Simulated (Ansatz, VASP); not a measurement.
# Hg2Se: VASP beside Ansatz

The input INCAR:

```
PREC = Accurate ; ENCUT = 520
EDIFF = 1E-6 ; ISMEAR = 0
SIGMA = 0.1 ; LREAL = False
LASPH = True ; NELM = 60
ALGO = Normal ; ISIF = 2
LWAVE = False ; LCHARG = True
GGA = PE ; LELF = True
LVHAR = True ; NBANDS = 22
```

KPOINTS

```
Automatic mesh
0
Gamma
  6 6 4
```

File POSCAR:

```
Hg2Se
1.0
    4.1039351400      0.0000000000      0.0000000000
   -2.0519675700      3.5541120900      0.0000000000
    0.0000000000      0.0000000000      6.2176927900
Hg Se
2 1
Direct
    0.6666666700      0.3333333300      0.2449961800
    0.3333333300      0.6666666700      0.7550038200
    0.0000000000      0.0000000000      0.5000000000
```

Input for Ansatz:

```yaml
crystal:
  lattice:
    - [4.10393514, 0.0, 0.0]
    - [-2.05196757, 3.55411209, 0.0]
    - [0.0, 0.0, 6.21769279]
  atoms:
    - { symbol: Hg, position: [0.66666667, 0.33333333, 0.24499618] }
    - { symbol: Hg, position: [0.33333333, 0.66666667, 0.75500382] }
    - { symbol: Se, position: [0.0, 0.0, 0.5] }
basis:
  ecutwfc: 420
kpoints:
  mp_grid: { grid: [6, 6, 4] }
hamiltonian:
  xc: pbe
scf:
  occupations: { method: gaussian, width: 0.1 }
  lower_state_search: "off"
output:
  forces: true
  stress: true
  eigenvalues: true
```

Change from the starting cell: species swapped into the SnBr2 type (P-3m1, No. 164).

Alike in both runs: task single point; functional PBE; k mesh 6 × 6 × 4; occupations gaussian, width 0.1 eV; no spin polarisation.

|  | VASP | Ansatz |
| --- | --- | --- |
| version | VASP 6.6.1 | Ansatz 0.2.0 |
| potentials or method | VASP PAW PBE potentials, release 64 (Hg, Se), cutoff 520 eV | scalar-relativistic, plane waves, PAW |
| valence electrons in the cell | 30 | 56 |

VASP gave:

| Property | Result |
| --- | --- |
| gap on the k mesh at the Fermi level (eV) | none |
| pressure (GPa) | 0.2 |
| traceless stress, the component that is largest in VASP (GPa) | -3.09 |
| rms of the force components (eV/Å) | 0.228 |

**Question.** What did Ansatz give for the same quantities?

**Answer.** gap on the k mesh at the Fermi level (eV): none; pressure (GPa): 0.1; traceless stress, the component that is largest in VASP (GPa): -3.07; rms of the force components (eV/Å): 0.219.

Atom by atom the forces differ by 0.009 eV/Å (rms over components). A gap of «none» marks a metal or a gap that the smearing closes. VASP's potentials hold 30 valence electrons a cell and Ansatz's 56, so a difference there can come from the potentials and not from the codes.

Neither program's run includes spin-orbit coupling.
